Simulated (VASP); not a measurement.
# CuF (P6_3/mmc) in VASP: further runs

Runs on CuF. Level: PBE. Tasks: single point.

Program: VASP 6.6.1. These are calculated values, not measurements. Logs are shortened: lines on timing, memory, paths and dates and some standing lists are left out, and cuts for length are marked.

## 1. The cell of the first run

Symmetry: P6_3/mmc, No. 194, hexagonal system. The conventional cell has a = 3.229 Å, b = 3.229 Å, c = 5.095 Å, α = 90.00°, β = 90.00°, γ = 120.00°. Cu (site symmetry -3m) has 6 F at 2.26 Å and 2 Cu at 2.55 Å within 3.0 Å. Within 3.0 Å of F (site symmetry -6m2) lie 6 Cu at 2.26 Å.

## 2. Single point, PBE (volume changed by -6%)

INCAR reads:

```
SYSTEM = CuF
ALGO = Normal ; EDIFF = 1E-6
ENCUT = 520 ; GGA = PE
ISIF = 2 ; ISMEAR = -1
LASPH = .True. ; LCHARG = .False.
LREAL = .False. ; LWAVE = .False.
NBANDS = 26 ; NELM = 60
PREC = Accurate ; SIGMA = 0.02
```

KPOINTS reads:

```
k-points
0
Gamma
  9 9 4
  0 0 0
```

POSCAR reads:

```
CuF
1.0
    3.2292407957      0.0000000000      0.0000000000
   -1.6146203979      2.7966045640      0.0000000000
    0.0000000000      0.0000000000      5.0946880134
Cu F
2 2
Direct
    0.0000000000      0.0000000000      0.0000000000
    0.0000000000      0.0000000000      0.5000000000
    0.3333333333      0.6666666667      0.2500000000
    0.6666666667      0.3333333333      0.7500000000
```

Potentials or basis: VASP PAW PBE potentials, release 64 (Cu, F).

On the command line:

```
$ cat potpaw_PBE.64/Cu/POTCAR potpaw_PBE.64/F/POTCAR > POTCAR
$ mpirun -np 1 vasp_std > vasp.out
```

OUTCAR:

```text
SYSTEM = CuF
   EDIFF = 1E-6
   ENCUT = 520
   GGA = PE
   ISIF = 2
   ISMEAR = -1
   LASPH = .True.
   LREAL = .False.
   NELM = 60
   PREC = Accurate

 ion  position               nearest neighbor table
   1  0.000  0.000  0.000-   3 2.26   4 2.26   4 2.26   3 2.26   4 2.26   3 2.26   2 2.55   2 2.55

   2  0.000  0.000  0.500-   3 2.26   4 2.26   4 2.26   3 2.26   4 2.26   3 2.26   1 2.55   1 2.55

   3  0.333  0.667  0.250-   1 2.26   2 2.26   1 2.26   2 2.26   1 2.26   2 2.26
   4  0.667  0.333  0.750-   1 2.26   2 2.26   1 2.26   2 2.26   1 2.26   2 2.26

  LATTYP: Found a hexagonal cell.
 ALAT       =     3.2292407957
 C/A-ratio  =     1.5776736192

  Lattice vectors:

 A1 = (   3.2292407957,   0.0000000000,   0.0000000000)
 A2 = (  -1.6146203979,   2.7966045640,   0.0000000000)
 A3 = (   0.0000000000,   0.0000000000,   5.0946880134)

Analysis of symmetry for initial positions (statically):
=====================================================================
 Subroutine PRICEL returns:
 Original cell was already a primitive cell.

 Routine SETGRP: Setting up the symmetry group for a
 hexagonal supercell.

 Subroutine GETGRP returns: Found 24 space group operations
 (whereof 12 operations were pure point group operations)
 out of a pool of 24 trial point group operations.

The static configuration has the point symmetry D_3d.
 The point group associated with its full space group is D_6h.

Analysis of symmetry for dynamics (positions and initial velocities):
=====================================================================
 Subroutine PRICEL returns:
 Original cell was already a primitive cell.

 Routine SETGRP: Setting up the symmetry group for a
 hexagonal supercell.

 Subroutine GETGRP returns: Found 24 space group operations
 (whereof 12 operations were pure point group operations)
 out of a pool of 24 trial point group operations.

The dynamic configuration has the point symmetry D_3d.
 The point group associated with its full space group is D_6h.

 Subroutine INISYM returns: Found 24 space group operations
 (whereof 12 operations are pure point group operations),
 and found     1 'primitive' translations

----------------------------------------------------------------------------------------

                                     Primitive cell

  volume of cell :      46.0097

  direct lattice vectors                    reciprocal lattice vectors
     3.229240796  0.000000000  0.000000000     0.309670311  0.178788237  0.000000000
    -1.614620398  2.796604564  0.000000000     0.000000000  0.357576474  0.000000000
     0.000000000  0.000000000  5.094688013     0.000000000  0.000000000  0.196282873

  length of vectors
     3.229240796  3.229240796  5.094688013     0.357576474  0.357576474  0.196282873

  position of ions in fractional coordinates (direct lattice)
     0.000000000  0.000000000  0.000000000
     0.000000000  0.000000000  0.500000000
     0.333333333  0.666666667  0.250000000
     0.666666667  0.333333333  0.750000000

  ion indices of the primitive-cell ions
   primitive index   ion index
                 1           1
                 2           2
                 3           3
                 4           4

----------------------------------------------------------------------------------------

 KPOINTS: k-points

Automatic generation of k-mesh.
 Grid dimensions read from file:
 generate k-points for:    9    9    4

 Generating k-lattice:

  Cartesian coordinates                     Fractional coordinates (reciprocal lattice)
     0.034407812  0.019865360  0.000000000     0.111111111  0.000000000  0.000000000
     0.000000000  0.039730719  0.000000000     0.000000000  0.111111111  0.000000000
     0.000000000  0.000000000  0.049070718     0.000000000  0.000000000  0.250000000

  Length of vectors
     0.039730719  0.039730719  0.049070718

  Shift w.r.t. Gamma in fractional coordinates (k-lattice)
     0.000000000  0.000000000  0.000000000

 Subroutine IBZKPT returns following result:
 ===========================================

 Found     36 irreducible k-points:

 Following reciprocal coordinates:
            Coordinates               Weight
  0.000000  0.000000  0.000000      1.000000
  0.111111  0.000000  0.000000      6.000000
  0.222222  0.000000  0.000000      6.000000
  0.333333  0.000000  0.000000      6.000000
  0.444444  0.000000  0.000000      6.000000
  0.111111  0.111111  0.000000      6.000000
[... 16 lines left out ...]
  0.333333  0.222222  0.250000     24.000000
  0.333333  0.333333  0.250000      4.000000
 [... further k-points ...]
   k-points           NKPTS =     36   k-points in BZ     NKDIM =     36   number of bands    NBANDS=     26
   number of dos      NEDOS =    301   number of ions     NIONS =      4
   total plane-waves  NPLWV =  23040
   dimension x,y,z NGX =    24 NGY =   24 NGZ =   40
   dimension x,y,z NGXF=    48 NGYF=   48 NGZF=   80
   ions per type =               2   2
   NGX,Y,Z   is equivalent  to a cutoff of  12.36, 12.36, 13.05 a.u.
   NGXF,Y,Z  is equivalent  to a cutoff of  24.71, 24.71, 26.10 a.u.
 SYSTEM =  CuF
   PREC   = accura    normal or accurate (medium, high low for compatibility)
   ISTART =      0    job   : 0-new  1-cont  2-samecut
   ICHARG =      2    charge: 1-file 2-atom 10-const
   ISPIN  =      1    spin polarized calculation?
   LNONCOLLINEAR =      F non collinear calculations
   LSORBIT =      F    spin-orbit coupling
   LASPH  =      T    aspherical Exc in radial PAW
   ENCUT  =  520.0 eV  38.22 Ry    6.18 a.u.   6.00  6.00  9.47*2*pi/ulx,y,z
   NELM   =     60;   NELMIN=  2; NELMDL= -5     # of ELM steps
   EDIFF  = 0.1E-05   stopping-criterion for ELM
   LREAL  =      F    real-space projection
   EDIFFG = 0.1E-04   stopping-criterion for IOM
   NSW    =      0    number of steps for IOM
   IBRION =     -1    ionic relax: 0-MD 1-quasi-New 2-CG
   NFREE  =      0    steps in history (QN), initial steepest desc. (CG)
   ISIF   =      2    stress and relaxation
   ISYM   =      2    0-nonsym 1-usesym 2-fastsym
   POTIM  = 0.5000    time-step for ionic-motion
   TEBEG  =    0.0;   TEEND  =   0.0 temperature during run
   PSTRESS=    0.0 pullay stress
   NELECT =      36.0000    total number of electrons
   NUPDOWN=      -1.0000    fix difference up-down
   EMIN   =  10.00;   EMAX   =-10.00  energy-range for DOS
   EFERMI =   0.00;   METHOD = LEGACY
   ISMEAR =    -1;   SIGMA  =   0.02  broadening in eV -4-tet -1-fermi 0-gaus
   EFERMI_NEDOS =   21; number of points for ismear=-14 and -15
   IALGO  =     38    algorithm
   IMIX   =      4    mixing-type and parameters
     AMIX     =   0.40;   BMIX     =  1.00
     AMIX_MAG =   1.60;   BMIX_MAG =  1.00
  volume/ion in A,a.u.               =      11.50        77.62
  Fermi-wavevector in a.u.,A,eV,Ry     =   1.508549  2.850743 30.963035  2.275719
  Thomas-Fermi vector in A             =   2.618988
   LORBIT       =      0    0 simple, 1 ext, 2 COOP (PROOUT), +10 PAW based schemes
   GGA     = PE    functional components
   LHFCALC =     F    Hartree Fock is set to
   AEXX    =    0.0000 exact exchange contribution
   IVDW    =     0    specifies the selected vdW correction
   LEPSILON=     F    determine dielectric tensor
   LRPA    =     F    only Hartree local field effects (RPA)
 non-spin polarized calculation
  energy-cutoff  :      520.00
  volume of cell :       46.01
 maximum number of plane-waves:      1251
   NGX = 13   NGY = 13   NGZ = 19

 number of electron      36.0000030 magnetization

 Free energy of the ion-electron system (eV)
  ---------------------------------------------------
  ext. energy  EPLUGINS =         0.00000000
  ---------------------------------------------------
  free energy    TOTEN  =       -14.17806499 eV

  energy without entropy =      -14.17306714  energy(sigma->0) =      -14.17556606

 E-fermi :   4.3457     XC(G=0): -11.0585

 val. band max:        4.3356674545   @ k =   0.3333   0.3333   0.5000
 cond. band min:       4.3662645852   @ k =   0.4444   0.1111   0.0000
 fundamental gap:      0.0305971308
 Fermi energy:         4.3456671990

 k-point     1 :       0.0000    0.0000    0.0000
  band No.  band energies     occupation
      1     -20.1469      2.00000
      2     -19.7910      2.00000
      3      -3.2816      2.00000
      4      -1.6292      2.00000
      5      -1.6292      2.00000
      6      -0.8645      2.00000
[... 18 lines left out ...]
     25      21.0163      0.00000
     26      21.3575      0.00000

 k-point     2 :       0.1111    0.0000    0.0000
  band No.  band energies     occupation
      1     -20.1144      2.00000
      2     -19.7837      2.00000
      3      -3.1634      2.00000
      4      -1.7160      2.00000
      5      -1.6313      2.00000
      6      -1.3154      2.00000
[... 18 lines left out ...]
     25      19.5351      0.00000
     26      20.2315      0.00000

 k-point     3 :       0.2222    0.0000    0.0000
  band No.  band energies     occupation
      1     -20.0299      2.00000
      2     -19.7676      2.00000
      3      -2.8406      2.00000
      4      -2.1514      2.00000
      5      -1.9052      2.00000
      6      -1.6347      2.00000
[... 18 lines left out ...]
     25      17.1672      0.00000
     26      18.6758      0.00000

 k-point     4 :       0.3333    0.0000    0.0000
  band No.  band energies     occupation
      1     -19.9248      2.00000
      2     -19.7563      2.00000
      3      -2.8380      2.00000
      4      -2.4064      2.00000
      5      -2.1328      2.00000
      6      -1.6296      2.00000
[... 18 lines left out ...]
     25      16.6346      0.00000
     26      17.4959      0.00000

 k-point     5 :       0.4444    0.0000    0.0000
  band No.  band energies     occupation
      1     -19.8400      2.00000
      2     -19.7634      2.00000
      3      -3.2210      2.00000
      4      -2.2697      2.00000
      5      -1.9903      2.00000
      6      -1.6174      2.00000
[... 18 lines left out ...]
     25      16.6245      0.00000
     26      16.8660      0.00000

 k-point     6 :       0.1111    0.1111    0.0000
  band No.  band energies     occupation
      1     -20.0560      2.00000
      2     -19.7721      2.00000
      3      -2.9429      2.00000
      4      -1.8897      2.00000
      5      -1.8529      2.00000
      6      -1.6556      2.00000
[... 427 lines left out ...]
 k-point    21 :       0.4444    0.1111    0.2500
  band No.  band energies     occupation
      1     -19.8089      2.00000
      2     -19.7736      2.00000
      3      -3.1577      2.00000
      4      -2.5893      2.00000
      5      -1.8044      2.00000
      6      -1.6473      2.00000
[... 18 lines left out ...]
     25      15.8534      0.00000
     26      17.7874      0.00000

 k-point    22 :       0.2222    0.2222    0.2500
  band No.  band energies     occupation
      1     -19.8593      2.00000
      2     -19.7698      2.00000
      3      -2.8506      2.00000
      4      -2.5913      2.00000
      5      -1.8910      2.00000
      6      -1.7406      2.00000
[... 18 lines left out ...]
     25      14.9346      0.00000
     26      19.3139      0.00000

 k-point    23 :       0.3333    0.2222    0.2500
  band No.  band energies     occupation
      1     -19.8033      2.00000
      2     -19.7661      2.00000
      3      -2.9443      2.00000
      4      -2.5031      2.00000
      5      -2.1174      2.00000
      6      -1.7794      2.00000
[... 18 lines left out ...]
     25      14.6532      0.00000
     26      19.2162      0.00000

 k-point    24 :       0.3333    0.3333    0.2500
  band No.  band energies     occupation
      1     -19.7744      2.00000
      2     -19.7744      2.00000
      3      -2.7689      2.00000
      4      -2.4208      2.00000
      5      -2.4208      2.00000
      6      -1.9094      2.00000
[... 18 lines left out ...]
     25      14.6022      0.00000
     26      20.5028      0.00000

 [... further k-points ...]
[... 5 lines left out ...]
  --------------------------------------------------------------------------------------
  -------------------------------------------------------------------------------------
  Total        1.5605483      1.5605483      1.8606108     -0.0000000      0.0000000      0.0000000
  in kB       54.3423864     54.3423864     64.7913522     -0.0000000      0.0000000      0.0000000
  external PRESSURE =      57.8253750 kB  Pullay stress =       0.0000000 kB

 VOLUME and BASIS-vectors are now :
 -----------------------------------------------------------------------------
  energy-cutoff  :      520.00
  volume of cell :       46.01
      direct lattice vectors                 reciprocal lattice vectors
     3.229240796  0.000000000  0.000000000     0.309670311  0.178788237  0.000000000
    -1.614620398  2.796604564  0.000000000     0.000000000  0.357576474  0.000000000
     0.000000000  0.000000000  5.094688013     0.000000000  0.000000000  0.196282873

 POSITION                                       TOTAL-FORCE (eV/Angst)
 -----------------------------------------------------------------------------------
      0.00000      0.00000      0.00000        -0.000000     -0.000000     -0.000000
      0.00000      0.00000      2.54734        -0.000000     -0.000000     -0.000000
     -0.00000      1.86440      1.27367         0.000000     -0.000000      0.000000
      1.61462      0.93220      3.82102        -0.000000      0.000000      0.000000
 -----------------------------------------------------------------------------------
    total drift:                               -0.000000      0.000000     -0.000000

  FREE ENERGIE OF THE ION-ELECTRON SYSTEM (eV)
  ---------------------------------------------------
  free  energy   TOTEN  =       -14.1780649879 eV

  energy  without entropy=      -14.1730671370  energy(sigma->0) =      -14.17556606
```

Wall time 32 s (1 thread of Intel Xeon 6975P-C, shared host); peak memory 0.18 GiB.

Results:

- Free energy: -14.1781 eV
- Pressure: 5.8 GPa
- Band gap on the k mesh: zero (band 18 reaches 4.38 eV, above the bottom of band 19 at 4.18 eV)

Caveat: semilocal functionals often make such compounds metallic where correlation or magnetic order opens a gap, which also shifts bond lengths.

## 3. Single point, PBE (volume changed by -3%)

INCAR reads:

```
ALGO = Normal ; EDIFF = 1E-6
ENCUT = 520 ; GGA = PE
ISIF = 2 ; ISMEAR = -1
LASPH = T ; LCHARG = T
LELF = T ; LREAL = F
LVHAR = T ; LWAVE = F
NBANDS = 26 ; NELM = 100
PREC = Accurate ; SIGMA = 0.02
```

KPOINTS reads:

```
k-points
0
Gamma
  9 9 4
```

POSCAR reads:

```
CuF
1.0
    3.2632353023      0.0000000000      0.0000000000
   -1.6316176511      2.8260446703      0.0000000000
    0.0000000000      0.0000000000      5.1483202495
Cu F
2 2
Direct
    0.0000000000      0.0000000000      0.0000000000
    0.0000000000      0.0000000000      0.5000000000
    0.3333333333      0.6666666667      0.2500000000
    0.6666666667      0.3333333333      0.7500000000
```

Potentials or basis: VASP PAW PBE potentials, release 64 (Cu, F).

On the command line:

```
$ cat potpaw_PBE.64/Cu/POTCAR potpaw_PBE.64/F/POTCAR > POTCAR
$ mpirun -np 1 vasp_std > vasp.out
```

Run time: 35 s. Hardware: 1 thread of Intel Xeon 6975P-C, shared host; peak memory 0.18 GiB.

It converged, with:

```
Free energy            : -14.2189 eV
Pressure               : 2.6 GPa
Band gap on the k mesh : zero (band 18 reaches 4.02 eV, above the bottom of band 19 at 3.83 eV)
```

Stress tensor (GPa, compression positive):
```
2.37 0.00 0.00
0.00 2.37 0.00
0.00 0.00 2.94
```

Levels at points of the mesh, in eV from the Fermi level:
| k point | band 15 | band 16 | band 17 | band 18 | band 19 | band 20 | band 21 | band 22 |
| --- | --- | --- | --- | --- | --- | --- | --- | --- |
| (0.00, 0.00, 0.00) | -0.43 | -0.43 | -0.13 | -0.07 | -0.07 | 3.68 | 5.83 | 12.08 |
| (0.00, 0.00, 0.50) | -0.38 | -0.38 | -0.38 | -0.38 | 0.65 | 0.65 | 10.47 | 10.47 |

Caveat: semilocal functionals often make such compounds metallic where correlation or magnetic order opens a gap, which also shifts bond lengths.

(Continued in part 2 of 2.)
